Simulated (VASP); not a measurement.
# ZnAu (P4/mmm) in VASP: further runs

Runs on ZnAu. Level: PBE. Tasks: single point.

Everything below comes from runs of VASP 6.6.1. Logs are shortened: lines on timing, memory, paths and dates and some standing lists are left out, and cuts for length are marked.

## 1. The cell of the first run

Symmetry: P4/mmm, No. 123, tetragonal system. Conventional cell: a = 3.190 Å, b = 3.190 Å, c = 3.063 Å, α = 90.00°, β = 90.00°, γ = 90.00°. Within 3.6 Å of Zn (site symmetry 4/mmm) lie 8 Au at 2.73 Å and 6 Zn at 3.06 to 3.19 Å. Within 3.6 Å of Au (site symmetry 4/mmm) lie 8 Zn at 2.73 Å and 6 Au at 3.06 to 3.19 Å.

## 2. Single point, PBE

INCAR

```
ALGO = Fast ; EDIFF = 1E-6
ENCUT = 520 ; GGA = PE
ISIF = 2 ; ISMEAR = 0
LASPH = T ; LCHARG = F
LREAL = F ; LWAVE = F
NBANDS = 18 ; NELM = 80
PREC = Accurate ; SIGMA = 0.15
```

KPOINTS

```
k-points
0
Gamma
  16 16 16
```

POSCAR

```
ZnAu
1.0
    3.1901149467      0.0000000000      0.0000000000
    0.0000000000      3.1901149467      0.0000000000
    0.0000000000      0.0000000000      3.0625103488
Zn Au
1 1
Direct
    0.5000000000      0.5000000000      0.5000000000
    0.0000000000      0.0000000000      0.0000000000
```

Potentials or basis: VASP PAW PBE potentials, release 64 (Zn, Au).

Command:

```sh
$ cat potpaw_PBE.64/Zn/POTCAR potpaw_PBE.64/Au/POTCAR > POTCAR
$ mpirun -np 1 vasp_std > vasp.out
```

OUTCAR:

```text
EDIFF = 1E-6
   ENCUT = 520
   GGA = PE
   ISIF = 2
   ISMEAR = 0
   LASPH = T
   LREAL = F
   NELM = 80
   PREC = Accurate

 ion  position               nearest neighbor table
   1  0.500  0.500  0.500-   2 2.73   2 2.73   2 2.73   2 2.73   2 2.73   2 2.73   2 2.73   2 2.73

   2  0.000  0.000  0.000-   1 2.73   1 2.73   1 2.73   1 2.73   1 2.73   1 2.73   1 2.73   1 2.73

  LATTYP: Found a simple tetragonal cell.
 ALAT       =     3.1901149467
 C/A-ratio  =     0.9600000000

  Lattice vectors:

 A1 = (   3.1901149467,   0.0000000000,   0.0000000000)
 A2 = (   0.0000000000,   3.1901149467,   0.0000000000)
 A3 = (   0.0000000000,   0.0000000000,   3.0625103488)

Analysis of symmetry for initial positions (statically):
=====================================================================
 Subroutine PRICEL returns:
 Original cell was already a primitive cell.

 Routine SETGRP: Setting up the symmetry group for a
 simple tetragonal supercell.

 Subroutine GETGRP returns: Found 16 space group operations
 (whereof 16 operations were pure point group operations)
 out of a pool of 16 trial point group operations.

The static configuration has the point symmetry D_4h.

Analysis of symmetry for dynamics (positions and initial velocities):
=====================================================================
 Subroutine PRICEL returns:
 Original cell was already a primitive cell.

 Routine SETGRP: Setting up the symmetry group for a
 simple tetragonal supercell.

 Subroutine GETGRP returns: Found 16 space group operations
 (whereof 16 operations were pure point group operations)
 out of a pool of 16 trial point group operations.

The dynamic configuration has the point symmetry D_4h.

 Subroutine INISYM returns: Found 16 space group operations
 (whereof 16 operations are pure point group operations),
 and found     1 'primitive' translations

----------------------------------------------------------------------------------------

                                     Primitive cell

  volume of cell :      31.1667

  direct lattice vectors                    reciprocal lattice vectors
     3.190114947  0.000000000  0.000000000     0.313468328  0.000000000  0.000000000
     0.000000000  3.190114947  0.000000000     0.000000000  0.313468328  0.000000000
     0.000000000  0.000000000  3.062510349     0.000000000  0.000000000  0.326529509

  length of vectors
     3.190114947  3.190114947  3.062510349     0.313468328  0.313468328  0.326529509

  position of ions in fractional coordinates (direct lattice)
     0.500000000  0.500000000  0.500000000
     0.000000000  0.000000000  0.000000000

  ion indices of the primitive-cell ions
   primitive index   ion index
                 1           1
                 2           2

----------------------------------------------------------------------------------------

 KPOINTS: k-points

Automatic generation of k-mesh.
 Grid dimensions read from file:
 generate k-points for:   16   16   16

 Generating k-lattice:

  Cartesian coordinates                     Fractional coordinates (reciprocal lattice)
     0.019591771  0.000000000  0.000000000     0.062500000  0.000000000  0.000000000
     0.000000000  0.019591771  0.000000000     0.000000000  0.062500000  0.000000000
     0.000000000  0.000000000  0.020408094     0.000000000  0.000000000  0.062500000

  Length of vectors
     0.019591771  0.019591771  0.020408094

  Shift w.r.t. Gamma in fractional coordinates (k-lattice)
     0.000000000  0.000000000  0.000000000

 Subroutine IBZKPT returns following result:
 ===========================================

 Found    405 irreducible k-points:

 Following reciprocal coordinates:
            Coordinates               Weight
  0.000000  0.000000  0.000000      1.000000
  0.062500  0.000000  0.000000      4.000000
  0.125000  0.000000  0.000000      4.000000
  0.187500  0.000000  0.000000      4.000000
  0.250000  0.000000  0.000000      4.000000
  0.312500  0.000000  0.000000      4.000000
[... 16 lines left out ...]
  0.437500  0.125000  0.000000      8.000000
  0.500000  0.125000  0.000000      4.000000
 [... further k-points ...]
   k-points           NKPTS =    405   k-points in BZ     NKDIM =    405   number of bands    NBANDS=     18
   number of dos      NEDOS =    301   number of ions     NIONS =      2
   total plane-waves  NPLWV =  13824
   dimension x,y,z NGX =    24 NGY =   24 NGZ =   24
   dimension x,y,z NGXF=    48 NGYF=   48 NGZF=   48
   ions per type =               1   1
   NGX,Y,Z   is equivalent  to a cutoff of  12.51, 12.51, 13.03 a.u.
   NGXF,Y,Z  is equivalent  to a cutoff of  25.01, 25.01, 26.06 a.u.
 SYSTEM =  unknown system
   PREC   = accura    normal or accurate (medium, high low for compatibility)
   ISTART =      0    job   : 0-new  1-cont  2-samecut
   ICHARG =      2    charge: 1-file 2-atom 10-const
   ISPIN  =      1    spin polarized calculation?
   LNONCOLLINEAR =      F non collinear calculations
   LSORBIT =      F    spin-orbit coupling
   LASPH  =      T    aspherical Exc in radial PAW
   ENCUT  =  520.0 eV  38.22 Ry    6.18 a.u.   5.93  5.93  5.69*2*pi/ulx,y,z
   NELM   =     80;   NELMIN=  2; NELMDL= -5     # of ELM steps
   EDIFF  = 0.1E-05   stopping-criterion for ELM
   LREAL  =      F    real-space projection
   EDIFFG = 0.1E-04   stopping-criterion for IOM
   NSW    =      0    number of steps for IOM
   IBRION =     -1    ionic relax: 0-MD 1-quasi-New 2-CG
   NFREE  =      0    steps in history (QN), initial steepest desc. (CG)
   ISIF   =      2    stress and relaxation
   ISYM   =      2    0-nonsym 1-usesym 2-fastsym
   POTIM  = 0.5000    time-step for ionic-motion
   TEBEG  =    0.0;   TEEND  =   0.0 temperature during run
   PSTRESS=    0.0 pullay stress
   NELECT =      23.0000    total number of electrons
   NUPDOWN=      -1.0000    fix difference up-down
   EMIN   =  10.00;   EMAX   =-10.00  energy-range for DOS
   EFERMI =   0.00;   METHOD = LEGACY
   ISMEAR =     0;   SIGMA  =   0.15  broadening in eV -4-tet -1-fermi 0-gaus
   EFERMI_NEDOS =   21; number of points for ismear=-14 and -15
   IALGO  =     68    algorithm
   IMIX   =      4    mixing-type and parameters
     AMIX     =   0.40;   BMIX     =  1.00
     AMIX_MAG =   1.60;   BMIX_MAG =  1.00
  volume/ion in A,a.u.               =      15.58       105.16
  Fermi-wavevector in a.u.,A,eV,Ry     =   1.479406  2.795672 29.778283  2.188642
  Thomas-Fermi vector in A             =   2.593568
   LORBIT       =      0    0 simple, 1 ext, 2 COOP (PROOUT), +10 PAW based schemes
   GGA     = PE    functional components
   LHFCALC =     F    Hartree Fock is set to
   AEXX    =    0.0000 exact exchange contribution
   IVDW    =     0    specifies the selected vdW correction
   LEPSILON=     F    determine dielectric tensor
   LRPA    =     F    only Hartree local field effects (RPA)
 non-spin polarized calculation
 RMM-DIIS sequential band-by-band and
 Gauss-broadening in eV      SIGMA  =   0.15
  energy-cutoff  :      520.00
  volume of cell :       31.17
 maximum number of plane-waves:       864
 NGX is ok and might be reduce to    24

 number of electron      23.0000020 magnetization

 Free energy of the ion-electron system (eV)
  ---------------------------------------------------
  ext. energy  EPLUGINS =         0.00000000
  ---------------------------------------------------
  free energy    TOTEN  =        -4.73347484 eV

  energy without entropy =       -4.72791682  energy(sigma->0) =       -4.73069583

 E-fermi :   7.0919     XC(G=0): -12.3781

 val. band max:        7.0885948240   @ k =   0.1875   0.1875   0.3750
 cond. band min:       7.1056123717   @ k =   0.4375   0.1875   0.4375
 fundamental gap:      0.0170175477
 Fermi energy:         7.0918746334

 k-point     1 :       0.0000    0.0000    0.0000
  band No.  band energies     occupation
      1      -3.5232      2.00000
      2      -1.0343      2.00000
      3      -1.0312      2.00000
      4      -0.3861      2.00000
      5      -0.3142      2.00000
      6      -0.3142      2.00000
[... 10 lines left out ...]
     17      19.6149      0.00000
     18      25.1008      0.00000

 k-point     2 :       0.0625    0.0000    0.0000
  band No.  band energies     occupation
      1      -3.4556      2.00000
      2      -1.0173      2.00000
      3      -1.0137      2.00000
      4      -0.3858      2.00000
      5      -0.3146      2.00000
      6      -0.3090      2.00000
[... 10 lines left out ...]
     17      19.6068      0.00000
     18      25.0539      0.00000

 k-point     3 :       0.1250    0.0000    0.0000
  band No.  band energies     occupation
      1      -3.2549      2.00000
      2      -0.9745      2.00000
      3      -0.9574      2.00000
      4      -0.3847      2.00000
      5      -0.3155      2.00000
      6      -0.2939      2.00000
[... 10 lines left out ...]
     17      20.2027      0.00000
     18      24.8053      0.00000

 k-point     4 :       0.1875    0.0000    0.0000
  band No.  band energies     occupation
      1      -2.9280      2.00000
      2      -0.9084      2.00000
      3      -0.8733      2.00000
      4      -0.3821      2.00000
      5      -0.3162      2.00000
      6      -0.2711      2.00000
[... 375 lines left out ...]
      4      -0.3681      2.00000
      5      -0.2293      2.00000
      6      -0.2151      2.00000
[... 10 lines left out ...]
     17      20.3397      0.00000
     18      21.5514      0.00000

 k-point    23 :       0.4375    0.1250    0.0000
  band No.  band energies     occupation
      1      -0.9298      2.00000
      2      -0.6807      2.00000
      3      -0.5074      2.00000
      4      -0.3578      2.00000
      5      -0.2400      2.00000
      6      -0.0093      2.00000
[... 10 lines left out ...]
     17      20.3178      0.00000
     18      20.7041      0.00000

 k-point    24 :       0.5000    0.1250    0.0000
  band No.  band energies     occupation
      1      -0.7611      2.00000
      2      -0.7222      2.00000
      3      -0.4998      2.00000
      4      -0.3525      2.00000
      5      -0.2455      2.00000
      6       0.1457      2.00000
[... 10 lines left out ...]
     17      19.4035      0.00000
     18      20.9906      0.00000

 [... further k-points ...]
[... 5 lines left out ...]
  --------------------------------------------------------------------------------------
  -------------------------------------------------------------------------------------
  Total        0.9219247      0.9219247      1.0065527      0.0000000      0.0000000      0.0000000
  in kB       47.3931771     47.3931771     51.7436257      0.0000000      0.0000000      0.0000000
  external PRESSURE =      48.8433266 kB  Pullay stress =       0.0000000 kB

 VOLUME and BASIS-vectors are now :
 -----------------------------------------------------------------------------
  energy-cutoff  :      520.00
  volume of cell :       31.17
      direct lattice vectors                 reciprocal lattice vectors
     3.190114947  0.000000000  0.000000000     0.313468328  0.000000000  0.000000000
     0.000000000  3.190114947  0.000000000     0.000000000  0.313468328  0.000000000
     0.000000000  0.000000000  3.062510349     0.000000000  0.000000000  0.326529509

 POSITION                                       TOTAL-FORCE (eV/Angst)
 -----------------------------------------------------------------------------------
      1.59506      1.59506      1.53126         0.000000      0.000000      0.000000
      0.00000      0.00000      0.00000         0.000000      0.000000      0.000000
 -----------------------------------------------------------------------------------
    total drift:                                0.000000      0.000000     -0.000000

  FREE ENERGIE OF THE ION-ELECTRON SYSTEM (eV)
  ---------------------------------------------------
  free  energy   TOTEN  =        -4.7334748368 eV

  energy  without entropy=       -4.7279168225  energy(sigma->0) =       -4.73069583
```

Run time: 52 s. Hardware: 1 thread of Intel Xeon 6975P-C (Granite Rapids), shared host; peak memory 0.33 GiB.

Results:

```
Free energy : -4.7335 eV
Pressure    : 4.9 GPa
```

Caveat: spin-orbit coupling is left out, which moves the levels of the heavy elements.

## 3. Single point, PBE

This run uses another cell than the first one, of the same volume but with other edges.

INCAR

```
  PREC = Accurate
  ENCUT = 520
  EDIFF = 1E-6
  ISMEAR = 0
  SIGMA = 0.15
  LREAL = F
  LASPH = T
  NELM = 100
  ALGO = Fast
  ISIF = 2
  LWAVE = F
  LCHARG = T
  GGA = PE
  LELF = T
  LVHAR = T
  NBANDS = 18
```

KPOINTS

```
Automatic mesh
0
Gamma
  16 16 16
```

POSCAR

```
ZnAu
1.0
    3.0962330580      0.0000000000      0.0000000000
    0.0000000000      3.0962330580      0.0000000000
    0.0000000000      0.0000000000      3.2510447109
Zn Au
1 1
Direct
    0.5000000000      0.5000000000      0.5000000000
    0.0000000000      0.0000000000      0.0000000000
```

Potentials or basis: VASP PAW PBE potentials, release 64 (Zn, Au).

Command:

```sh
$ cat potpaw_PBE.64/Zn/POTCAR potpaw_PBE.64/Au/POTCAR > POTCAR
$ mpirun -np 1 vasp_std > vasp.out
```

It took 56 s on 1 thread of Intel Xeon 6975P-C (Granite Rapids), shared host; peak memory 0.33 GiB.

It converged, with:

```
Free energy : -4.7327 eV
Pressure    : 4.9 GPa
```

Stress tensor (GPa, compression positive):
```
5.13 0.00 0.00
0.00 5.13 0.00
0.00 0.00 4.33
```

Levels at points of the mesh, in eV from the Fermi level:
```csv
k point,band 9,band 10,band 11,band 12,band 13,band 14,band 15,band 16
"(0.00, 0.00, 0.00)",-3.77,-3.77,-3.68,4.06,5.49,5.49,8.65,12.04
"(0.50, 0.00, 0.00)",-5.14,-4.84,-3.94,-2.16,10.00,10.33,10.65,11.62
"(0.50, 0.50, 0.00)",-4.17,-3.03,-1.79,-1.79,1.23,2.74,9.74,12.09
"(0.00, 0.00, 0.50)",-4.80,-4.80,-3.81,-2.80,10.62,11.33,11.33,11.38
"(0.50, 0.00, 0.50)",-4.01,-3.24,-2.11,-2.02,0.69,2.37,10.79,12.99
"(0.50, 0.50, 0.50)",-3.24,-2.99,1.43,3.64,3.71,3.71,3.88,5.70
```

Caveat: spin-orbit coupling is left out, which moves the levels of the heavy elements.
